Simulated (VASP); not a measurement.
Input of a VASP 6.6.1 run:

Contents of INCAR:

```
  ALGO = Normal
  EDIFF = 1E-6
  ENCUT = 520
  ISIF = 2
  ISMEAR = -1
  LASPH = True
  LCHARG = False
  LREAL = False
  LWAVE = False
  NBANDS = 17
  NELM = 100
  PREC = Accurate
  SIGMA = 0.08
```

Contents of KPOINTS:

```
k-points
0
Gamma
  12 12 7
```

Contents of POSCAR:

```
Ca
1.0
    3.6764498933      0.0000000000      0.0000000000
   -1.8382249466      3.1838990033      0.0000000000
    0.0000000000      0.0000000000      6.0733416614
Ca
2
Direct
    0.3333333333      0.6666666667      0.2500000000
    0.6666666667      0.3333333333      0.7500000000
```

Potentials or basis: VASP PAW LDA potentials, release 64 (Ca_sv).

Run with:

```bash
$ cat potpaw_LDA.64/Ca_sv/POTCAR > POTCAR
$ mpirun -np 1 vasp_std > vasp.out
```

**Question.** Estimate the band gap on the k mesh.

**Answer.** Zero (bands 10 and 11 overlap by 0.35 eV).

**Question.** What does it give for the pressure?

**Answer.** 1.6 GPa.
